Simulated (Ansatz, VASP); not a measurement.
**Ti: VASP beside Ansatz**

```
Ti
1.0
     3.69820    0.00000    0.00000
    -1.84910    3.20273    0.00000
     0.00000    0.00000    6.10041
Ti
2
Cartesian
  0.0000 2.1352 1.5251
  1.8491 1.0676 4.5753
```

Alike in both runs: task relaxation of cell and atoms; functional PBEsol; k mesh 6 × 6 × 4; occupations gaussian, width 0.1 eV; no spin polarisation.

|  | VASP | Ansatz |
| --- | --- | --- |
| version | VASP 6.6.1 | Ansatz 0.2.0 |
| potentials or method | VASP PAW PBE potentials, release 64 (Ti_sv), cutoff 600 eV | scalar-relativistic, plane waves, PAW |
| valence electrons in the cell | 24 | 24 |

Ansatz gave:

```
gap on the k mesh at the Fermi level, each at its own relaxed structure (eV) : none
relaxed volume (Å³/atom)                                                     : 16.71
relaxed cell length with the largest relative difference (Å)                 : 4.628
```

What did VASP give for the same quantities?

gap on the k mesh at the Fermi level, each at its own relaxed structure (eV): none; relaxed volume (Å³/atom): 16.67; relaxed cell length with the largest relative difference (Å): 4.623.

VASP's potentials were made for PBE, not for PBEsol. A gap of «none» marks a metal or a gap that the smearing closes.

Noted on VASP's run: the volume moved by over 15 % at a fixed basis, so the end points are rough.
